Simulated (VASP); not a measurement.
# LaAg (P4/mmm) in VASP: a series of runs

Runs on LaAg. Level: LDA. Tasks: single point.

Everything below comes from runs of VASP 6.6.1. Logs are shortened: lines on timing, memory, paths and dates and some standing lists are left out, and cuts for length are marked.

### Step 1. The cell of the first run

Symmetry: P4/mmm, No. 123, tetragonal system. The conventional cell has a = 3.730 Å, b = 3.730 Å, c = 3.740 Å, α = 90.00°, β = 90.00°, γ = 90.00°. La (site symmetry 4/mmm) has 8 Ag at 3.23 Å and 6 La at 3.73 to 3.74 Å within 4.3 Å. Within 4.3 Å of Ag (site symmetry 4/mmm) lie 8 La at 3.23 Å and 6 Ag at 3.73 to 3.74 Å.

### Step 2. Single point, LDA

Contents of INCAR:

```
SYSTEM = LaAg
  ALGO = Normal
  EDIFF = 1E-6
  ENCUT = 520
  ISIF = 2
  ISMEAR = 1
  LASPH = .True.
  LCHARG = .False.
  LREAL = .False.
  LWAVE = .False.
  NBANDS = 18
  NELM = 60
  PREC = Accurate
  SIGMA = 0.1
```

Contents of KPOINTS:

```
k-points
0
Gamma
  8 8 8
  0 0 0
```

Contents of POSCAR:

```
LaAg
1.0
    3.7302531265      0.0000000000      0.0000000000
    0.0000000000      3.7302531265      0.0000000000
    0.0000000000      0.0000000000      3.7403350268
La Ag
1 1
Direct
    0.5000000000      0.5000000000      0.5000000000
    0.0000000000      0.0000000000      0.0000000000
```

Potentials or basis: VASP PAW LDA potentials, release 64 (La, Ag).

Started as:

```
$ cat potpaw_LDA.64/La/POTCAR potpaw_LDA.64/Ag/POTCAR > POTCAR
$ mpirun -np 1 vasp_std > vasp.out
```

OUTCAR:

```text
SYSTEM = LaAg
   EDIFF = 1E-6
   ENCUT = 520
   ISIF = 2
   ISMEAR = 1
   LASPH = .True.
   LREAL = .False.
   NELM = 60
   PREC = Accurate

 ion  position               nearest neighbor table
   1  0.500  0.500  0.500-   2 3.23   2 3.23   2 3.23   2 3.23   2 3.23   2 3.23   2 3.23   2 3.23

   2  0.000  0.000  0.000-   1 3.23   1 3.23   1 3.23   1 3.23   1 3.23   1 3.23   1 3.23   1 3.23

  LATTYP: Found a simple tetragonal cell.
 ALAT       =     3.7302531265
 C/A-ratio  =     1.0027027389

  Lattice vectors:

 A1 = (   3.7302531265,   0.0000000000,   0.0000000000)
 A2 = (   0.0000000000,   3.7302531265,   0.0000000000)
 A3 = (   0.0000000000,   0.0000000000,   3.7403350268)

Analysis of symmetry for initial positions (statically):
=====================================================================
 Subroutine PRICEL returns:
 Original cell was already a primitive cell.

 Routine SETGRP: Setting up the symmetry group for a
 simple tetragonal supercell.

 Subroutine GETGRP returns: Found 16 space group operations
 (whereof 16 operations were pure point group operations)
 out of a pool of 16 trial point group operations.

The static configuration has the point symmetry D_4h.

Analysis of symmetry for dynamics (positions and initial velocities):
=====================================================================
 Subroutine PRICEL returns:
 Original cell was already a primitive cell.

 Routine SETGRP: Setting up the symmetry group for a
 simple tetragonal supercell.

 Subroutine GETGRP returns: Found 16 space group operations
 (whereof 16 operations were pure point group operations)
 out of a pool of 16 trial point group operations.

The dynamic configuration has the point symmetry D_4h.

 Subroutine INISYM returns: Found 16 space group operations
 (whereof 16 operations are pure point group operations),
 and found     1 'primitive' translations

----------------------------------------------------------------------------------------

                                     Primitive cell

  volume of cell :      52.0460

  direct lattice vectors                    reciprocal lattice vectors
     3.730253127  0.000000000  0.000000000     0.268078322  0.000000000  0.000000000
     0.000000000  3.730253127  0.000000000     0.000000000  0.268078322  0.000000000
     0.000000000  0.000000000  3.740335027     0.000000000  0.000000000  0.267355730

  length of vectors
     3.730253127  3.730253127  3.740335027     0.268078322  0.268078322  0.267355730

  position of ions in fractional coordinates (direct lattice)
     0.500000000  0.500000000  0.500000000
     0.000000000  0.000000000  0.000000000

  ion indices of the primitive-cell ions
   primitive index   ion index
                 1           1
                 2           2

----------------------------------------------------------------------------------------

 KPOINTS: k-points

Automatic generation of k-mesh.
 Grid dimensions read from file:
 generate k-points for:    8    8    8

 Generating k-lattice:

  Cartesian coordinates                     Fractional coordinates (reciprocal lattice)
     0.033509790  0.000000000  0.000000000     0.125000000  0.000000000  0.000000000
     0.000000000  0.033509790  0.000000000     0.000000000  0.125000000  0.000000000
     0.000000000  0.000000000  0.033419466     0.000000000  0.000000000  0.125000000

  Length of vectors
     0.033509790  0.033509790  0.033419466

  Shift w.r.t. Gamma in fractional coordinates (k-lattice)
     0.000000000  0.000000000  0.000000000

 Subroutine IBZKPT returns following result:
 ===========================================

 Found     75 irreducible k-points:

 Following reciprocal coordinates:
            Coordinates               Weight
  0.000000  0.000000  0.000000      1.000000
  0.125000  0.000000  0.000000      4.000000
  0.250000  0.000000  0.000000      4.000000
  0.375000  0.000000  0.000000      4.000000
  0.500000  0.000000  0.000000      2.000000
  0.125000  0.125000  0.000000      4.000000
[... 16 lines left out ...]
  0.375000  0.125000  0.125000     16.000000
  0.500000  0.125000  0.125000      8.000000
 [... further k-points ...]
   k-points           NKPTS =     75   k-points in BZ     NKDIM =     75   number of bands    NBANDS=     18
   number of dos      NEDOS =    301   number of ions     NIONS =      2
   total plane-waves  NPLWV =  21952
   dimension x,y,z NGX =    28 NGY =   28 NGZ =   28
   dimension x,y,z NGXF=    56 NGYF=   56 NGZF=   56
   ions per type =               1   1
   NGX,Y,Z   is equivalent  to a cutoff of  12.48, 12.48, 12.45 a.u.
   NGXF,Y,Z  is equivalent  to a cutoff of  24.96, 24.96, 24.89 a.u.
 SYSTEM =  LaAg
   PREC   = accura    normal or accurate (medium, high low for compatibility)
   ISTART =      0    job   : 0-new  1-cont  2-samecut
   ICHARG =      2    charge: 1-file 2-atom 10-const
   ISPIN  =      1    spin polarized calculation?
   LNONCOLLINEAR =      F non collinear calculations
   LSORBIT =      F    spin-orbit coupling
   LASPH  =      T    aspherical Exc in radial PAW
   ENCUT  =  520.0 eV  38.22 Ry    6.18 a.u.   6.94  6.94  6.95*2*pi/ulx,y,z
   NELM   =     60;   NELMIN=  2; NELMDL= -5     # of ELM steps
   EDIFF  = 0.1E-05   stopping-criterion for ELM
   LREAL  =      F    real-space projection
   EDIFFG = 0.1E-04   stopping-criterion for IOM
   NSW    =      0    number of steps for IOM
   IBRION =     -1    ionic relax: 0-MD 1-quasi-New 2-CG
   NFREE  =      0    steps in history (QN), initial steepest desc. (CG)
   ISIF   =      2    stress and relaxation
   ISYM   =      2    0-nonsym 1-usesym 2-fastsym
   POTIM  = 0.5000    time-step for ionic-motion
   TEBEG  =    0.0;   TEEND  =   0.0 temperature during run
   PSTRESS=    0.0 pullay stress
   NELECT =      22.0000    total number of electrons
   NUPDOWN=      -1.0000    fix difference up-down
   EMIN   =  10.00;   EMAX   =-10.00  energy-range for DOS
   EFERMI =   0.00;   METHOD = LEGACY
   ISMEAR =     1;   SIGMA  =   0.10  broadening in eV -4-tet -1-fermi 0-gaus
   EFERMI_NEDOS =   21; number of points for ismear=-14 and -15
   IALGO  =     38    algorithm
   IMIX   =      4    mixing-type and parameters
     AMIX     =   0.40;   BMIX     =  1.00
     AMIX_MAG =   1.60;   BMIX_MAG =  1.00
  volume/ion in A,a.u.               =      26.02       175.61
  Fermi-wavevector in a.u.,A,eV,Ry     =   1.228627  2.321768 20.538322  1.509524
  Thomas-Fermi vector in A             =   2.363545
   LORBIT       =      0    0 simple, 1 ext, 2 COOP (PROOUT), +10 PAW based schemes
   GGA     = CA    functional components
   LHFCALC =     F    Hartree Fock is set to
   AEXX    =    0.0000 exact exchange contribution
   IVDW    =     0    specifies the selected vdW correction
   LEPSILON=     F    determine dielectric tensor
   LRPA    =     F    only Hartree local field effects (RPA)
 non-spin polarized calculation
 Methfessel and Paxton  Order N= 1 SIGMA  =   0.10
  energy-cutoff  :      520.00
  volume of cell :       52.05
 maximum number of plane-waves:      1420
 NGX is ok and might be reduce to    28
   NGX = 13   NGY = 13   NGZ = 13

 number of electron      21.9999988 magnetization

 Free energy of the ion-electron system (eV)
  ---------------------------------------------------
  ext. energy  EPLUGINS =         0.00000000
  ---------------------------------------------------
  free energy    TOTEN  =        -9.79157154 eV

  energy without entropy =       -9.79274125  energy(sigma->0) =       -9.79196144

 E-fermi :   8.4738     XC(G=0): -10.8693

 val. band max:        8.4532228831   @ k =   0.5000   0.5000   0.5000
 cond. band min:       8.5168028270   @ k =   0.1250   0.0000   0.5000
 fundamental gap:      0.0635799439
 Fermi energy:         8.4738032214

 k-point     1 :       0.0000    0.0000    0.0000
  band No.  band energies     occupation
      1     -24.4393      2.00000
      2      -7.8248      2.00000
      3      -7.8156      2.00000
      4      -7.8156      2.00000
      5       2.9854      2.00000
      6       2.9872      2.00000
[... 10 lines left out ...]
     17       9.9976     -0.00000
     18       9.9976     -0.00000

 k-point     2 :       0.1250    0.0000    0.0000
  band No.  band energies     occupation
      1     -24.4285      2.00000
      2      -7.9573      2.00000
      3      -7.8156      2.00000
      4      -7.8064      2.00000
      5       3.0219      2.00000
      6       3.0956      2.00000
[... 10 lines left out ...]
     17      10.0169     -0.00000
     18      10.0209     -0.00000

 k-point     3 :       0.2500    0.0000    0.0000
  band No.  band energies     occupation
      1     -24.4022      2.00000
      2      -8.2795      2.00000
      3      -7.7932      2.00000
      4      -7.7840      2.00000
      5       3.1119      2.00000
      6       3.3567      2.00000
[... 10 lines left out ...]
     17      10.0733     -0.00000
     18      10.0773     -0.00000

 k-point     4 :       0.3750    0.0000    0.0000
  band No.  band energies     occupation
      1     -24.3756      2.00000
      2      -8.5782      2.00000
      3      -7.7706      2.00000
      4      -7.7615      2.00000
      5       3.2069      2.00000
      6       3.6101      2.00000
[... 375 lines left out ...]
      4      -7.8981      2.00000
      5       3.2401      2.00000
      6       3.4174      2.00000
[... 10 lines left out ...]
     17      10.1513     -0.00000
     18      10.1698     -0.00000

 k-point    23 :       0.3750    0.1250    0.1250
  band No.  band energies     occupation
      1     -24.3558      2.00000
      2      -8.5353      2.00000
      3      -7.8794      2.00000
      4      -7.8727      2.00000
      5       3.2967      2.00000
      6       3.4556      2.00000
[... 10 lines left out ...]
     17      10.1677     -0.00000
     18      10.1887     -0.00000

 k-point    24 :       0.5000    0.1250    0.1250
  band No.  band energies     occupation
      1     -24.3449      2.00000
      2      -8.6495      2.00000
      3      -7.8667      2.00000
      4      -7.8607      2.00000
      5       3.3209      2.00000
      6       3.4500      2.00000
[... 10 lines left out ...]
     17      10.1799     -0.00000
     18      10.1917     -0.00000

 [... further k-points ...]
[... 5 lines left out ...]
  --------------------------------------------------------------------------------------
  -------------------------------------------------------------------------------------
  Total       -0.4534504     -0.4534504     -0.4771777      0.0000000     -0.0000000      0.0000000
  in kB      -13.9589649    -13.9589649    -14.6893835      0.0000000     -0.0000000      0.0000000
  external PRESSURE =     -14.2024378 kB  Pullay stress =       0.0000000 kB

 VOLUME and BASIS-vectors are now :
 -----------------------------------------------------------------------------
  energy-cutoff  :      520.00
  volume of cell :       52.05
      direct lattice vectors                 reciprocal lattice vectors
     3.730253127  0.000000000  0.000000000     0.268078322  0.000000000  0.000000000
     0.000000000  3.730253127  0.000000000     0.000000000  0.268078322  0.000000000
     0.000000000  0.000000000  3.740335027     0.000000000  0.000000000  0.267355730

 POSITION                                       TOTAL-FORCE (eV/Angst)
 -----------------------------------------------------------------------------------
      1.86513      1.86513      1.87017         0.000000      0.000000      0.000000
      0.00000      0.00000      0.00000         0.000000      0.000000      0.000000
 -----------------------------------------------------------------------------------
    total drift:                               -0.000000      0.000000      0.000000

  FREE ENERGIE OF THE ION-ELECTRON SYSTEM (eV)
  ---------------------------------------------------
  free  energy   TOTEN  =        -9.7915715429 eV

  energy  without entropy=       -9.7927412481  energy(sigma->0) =       -9.79196144
```

Run time: 56 s. Hardware: 1 thread of AMD EPYC 7R43 (Zen 3), shared host; peak memory 0.19 GiB.

What came out:

| Property | Result |
| --- | --- |
| Free energy | -9.7916 eV |
| Pressure | -1.4 GPa |
| Band gap on the k mesh | zero (bands 11 and 12 overlap by 2.65 eV) |

Levels at points of the mesh, in eV from the Fermi level:
| k point | band 9 | band 10 | band 11 | band 12 | band 13 | band 14 |
| --- | --- | --- | --- | --- | --- | --- |
| (0.00, 0.00, 0.00) | -4.80 | -4.80 | 0.14 | 0.15 | 1.50 | 1.51 |
| (0.50, 0.00, 0.00) | -4.75 | -2.30 | -1.78 | -0.21 | 1.33 | 1.36 |
| (0.50, 0.50, 0.00) | -4.39 | -2.72 | 0.83 | 0.83 | 0.90 | 1.48 |
| (0.00, 0.00, 0.50) | -4.74 | -2.31 | -1.79 | -0.22 | 1.37 | 1.37 |
| (0.50, 0.00, 0.50) | -4.39 | -2.74 | 0.83 | 0.83 | 0.88 | 1.49 |
| (0.50, 0.50, 0.50) | -4.37 | -1.83 | -1.82 | -1.82 | -0.02 | 1.55 |

Caveat: spin-orbit coupling is left out, which moves the levels of the heavy elements.

### Step 3. Single point, LDA

This run uses another cell than the first one, of 26.85 Å³/atom.

Contents of INCAR:

```
PREC     = Accurate       # precision mode
ENCUT    = 520            # plane-wave cutoff, eV
EDIFF    = 1E-7           # SCF threshold, eV
ISMEAR   = 1              # smearing method
SIGMA    = 0.1            # smearing width, eV
LREAL    = F              # projectors in reciprocal space
LASPH    = T              # aspherical terms in the spheres
NELM     = 60             # most SCF steps
ALGO     = Normal         # electronic algorithm
ISIF     = 2              # what is computed and relaxed
LWAVE    = F              # write WAVECAR
LCHARG   = F              # write CHGCAR
GGA      = CA             # functional
NBANDS   = 18             # bands
```

Contents of KPOINTS:

```
Automatic mesh
0
Gamma
  8 8 8
```

Contents of POSCAR:

```
LaAg
1.0
    3.7695218347      0.0000000000      0.0000000000
    0.0000000000      3.7695218347      0.0000000000
    0.0000000000      0.0000000000      3.7797098680
La Ag
1 1
Direct
    0.5000000000      0.5000000000      0.5000000000
    0.0000000000      0.0000000000      0.0000000000
```

Potentials or basis: VASP PAW LDA potentials, release 64 (La, Ag).

Started as:

```
$ cat potpaw_LDA.64/La/POTCAR potpaw_LDA.64/Ag/POTCAR > POTCAR
$ mpirun -np 1 vasp_std > vasp.out
```

It took 68 s on 1 thread of AMD EPYC 7R43 (Zen 3), shared host; peak memory 0.18 GiB.

The run converged. Its results:

| Item | Value |
| --- | --- |
| Free energy | -9.7677 eV |
| Pressure | -3.2 GPa |
| Band gap on the k mesh | zero (bands 11 and 12 overlap by 2.52 eV) |

Stress tensor (GPa, compression positive):
```
-3.15  0.00  0.00
 0.00 -3.15  0.00
 0.00  0.00 -3.24
```

Levels at points of the mesh, in eV from the Fermi level:
```csv
k point,band 7,band 8,band 9,band 10,band 11,band 12,band 13,band 14,band 15,band 16
"(0.00, 0.00, 0.00)",-5.29,-4.71,-4.71,-4.70,0.14,0.15,1.43,1.43,1.43,1.45
"(0.50, 0.00, 0.00)",-4.72,-4.68,-4.65,-2.27,-1.81,-0.16,1.32,1.35,1.41,1.43
"(0.50, 0.50, 0.00)",-5.00,-5.00,-4.32,-2.67,0.79,0.79,0.86,1.41,1.44,1.44
"(0.00, 0.00, 0.50)",-4.72,-4.68,-4.65,-2.27,-1.83,-0.17,1.36,1.36,1.41,1.43
"(0.50, 0.00, 0.50)",-4.99,-4.99,-4.32,-2.68,0.79,0.79,0.84,1.42,1.44,1.44
"(0.50, 0.50, 0.50)",-4.76,-4.31,-4.30,-1.74,-1.73,-1.73,-0.03,1.47,1.47,1.48
```

Caveat: the cell stands under tension; spin-orbit coupling is left out, which moves the levels of the heavy elements.

### Step 4. Single point, LDA

This run uses another cell than the first one, of 27.68 Å³/atom.

Contents of INCAR:

```
SYSTEM = LaAg
PREC     = Accurate       ! precision mode
ENCUT    = 520            ! plane-wave cutoff, eV
EDIFF    = 1E-6           ! SCF threshold, eV
ISMEAR   = 1              ! smearing method
SIGMA    = 0.1            ! smearing width, eV
LREAL    = .FALSE.        ! projectors in reciprocal space
LASPH    = .TRUE.         ! aspherical terms in the spheres
NELM     = 60             ! most SCF steps
ALGO     = Normal         ! electronic algorithm
ISIF     = 2              ! what is computed and relaxed
LWAVE    = .FALSE.        ! write WAVECAR
LCHARG   = .FALSE.        ! write CHGCAR
NBANDS   = 18             ! bands
```

Contents of KPOINTS:

```
Automatic mesh
0
G
  8 8 8
  0 0 0
```

Contents of POSCAR:

```
LaAg
1.0
    3.8079890000      0.0000000000      0.0000000000
    0.0000000000      3.8079890000      0.0000000000
    0.0000000000      0.0000000000      3.8182810000
La Ag
1 1
Direct
    0.5000000000      0.5000000000      0.5000000000
    0.0000000000      0.0000000000      0.0000000000
```

Started as:

```
$ cat potpaw_LDA.64/La/POTCAR potpaw_LDA.64/Ag/POTCAR > POTCAR
$ mpirun -np 1 vasp_std > vasp.out
```

Wall time 64 s (1 thread of AMD EPYC 7R43 (Zen 3), shared host); peak memory 0.18 GiB.

The run converged. Its results:

```yaml
Free_energy: -9.7273 eV
Pressure: -4.6 GPa
Band_gap_on_the_k_mesh: zero (bands 11 and 12 overlap by 2.40 eV)
```

Stress tensor (GPa, compression positive):
```
-4.60  0.00  0.00
 0.00 -4.60  0.00
 0.00  0.00 -4.69
```

Levels at points of the mesh, in eV from the Fermi level:
```tsv
k point	band 7	band 8	band 9	band 10	band 11	band 12	band 13	band 14	band 15	band 16
(0.00, 0.00, 0.00)	-5.21	-4.62	-4.62	-4.62	0.14	0.15	1.36	1.37	1.37	1.38
(0.50, 0.00, 0.00)	-4.64	-4.60	-4.57	-2.23	-1.84	-0.12	1.31	1.34	1.35	1.36
(0.50, 0.50, 0.00)	-4.90	-4.90	-4.25	-2.61	0.76	0.76	0.83	1.35	1.37	1.37
(0.00, 0.00, 0.50)	-4.64	-4.61	-4.57	-2.23	-1.86	-0.13	1.34	1.35	1.35	1.36
(0.50, 0.00, 0.50)	-4.89	-4.89	-4.25	-2.62	0.76	0.76	0.80	1.35	1.37	1.37
(0.50, 0.50, 0.50)	-4.69	-4.24	-4.24	-1.64	-1.63	-1.63	-0.03	1.40	1.40	1.40
```

Caveat: the cell stands under tension; spin-orbit coupling is left out, which moves the levels of the heavy elements.

### Step 5. The runs side by side

| cell | gap on the mesh (eV) | pressure (GPa) |
| --- | --- | --- |
| a = 3.730, b = 3.730, c = 3.740 Å, 2 atoms | none | -1.4 |
| a = 3.770, b = 3.770, c = 3.780 Å, 2 atoms | none | -3.2 |
| a = 3.808, b = 3.808, c = 3.818 Å, 2 atoms | none | -4.6 |

Alike in all rows: task single point; level LDA; potentials or basis VASP PAW LDA potentials, release 64 (La, Ag); no spin polarisation; k mesh 8 × 8 × 8; cutoff (eV) 520; smearing methfessel-paxton 0.1 eV.

Caveats: spin-orbit coupling is left out, which moves the levels of the heavy elements; the cell stands under tension (at least some runs).

Absolute energies hang on the potentials; compare differences alone.
